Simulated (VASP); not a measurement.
# HfTeO4: single point with PBE

Crystal: HfTeO4.

```
Hf Te O
1.0
     3.51138    0.00000    0.00000
    -1.75569    3.04095    0.00000
     0.00000    0.00000    8.25325
Hf Te O
1 1 4
Direct
  0.00000 0.00000 0.50000
  0.00000 0.00000 0.00000
  0.33333 0.66667 0.50000
  0.66667 0.33333 0.50000
  0.00000 0.00000 0.30411
  0.00000 0.00000 0.69589
```

The cell was built from a structure type or drawn by symmetry, and may not be a known phase.

| Quantity | Value |
| --- | --- |
| Program | VASP 6.6.1 |
| Task | single point |
| Functional | PBE |
| Potentials or basis | VASP PAW PBE potentials, release 64 (Hf_pv, Te, O) |
| Cutoff | 520 eV |
| k mesh | 6 × 6 × 2 |
| Occupations | gaussian, width 0.1 eV |
| Spin | no spin polarisation |
| Dipole correction | no |
| Further INCAR settings | ALGO = Normal; EDIFF = 1e-06; NBANDS = 29 |

```yaml
Pressure: 47.7 GPa
Largest_force: 17.092 eV/Å
Band_gap_on_the_k_mesh: zero (bands 20 and 21 overlap by 1.55 eV)
```

Forces in eV/Å, atoms in the order of the input:
```
Hf    0.000   0.000   0.000
Te    0.000   0.000   0.000
O     0.000   0.000   0.000
O     0.000   0.000   0.000
O     0.000   0.000 -17.092
O     0.000   0.000  17.092
```

Stress tensor (GPa, compression positive):
```
34.85  0.00  0.00
 0.00 34.85  0.00
 0.00  0.00 73.35
```

Levels at points of the mesh, in eV from the Fermi level:
| k point | band 18 | band 19 | band 20 | band 21 | band 22 | band 23 |
| --- | --- | --- | --- | --- | --- | --- |
| (0.00, 0.00, 0.00) | 0.10 | 0.95 | 0.95 | 2.03 | 2.03 | 2.29 |
| (0.50, 0.00, 0.00) | -1.37 | -1.32 | -0.53 | -0.40 | 0.40 | 3.09 |
| (0.00, 0.00, 0.50) | 0.10 | 0.20 | 0.96 | 0.96 | 1.94 | 1.94 |
| (0.50, 0.00, 0.50) | -1.33 | -0.41 | -0.41 | 0.26 | 0.41 | 1.35 |

Run time: 42 s on 1 thread of AMD EPYC 7R13 Processor (Zen 3), on a shared host, peak memory 0.2 GiB.

Caveat: the k points lie up to 0.38 Å⁻¹ apart, too coarse for converged energies and pressures of a metal; spin-orbit coupling is left out, which moves the levels of the heavy elements; forces of over 1 eV/Å act on the atoms, so gaps and moduli don't describe the material at rest.
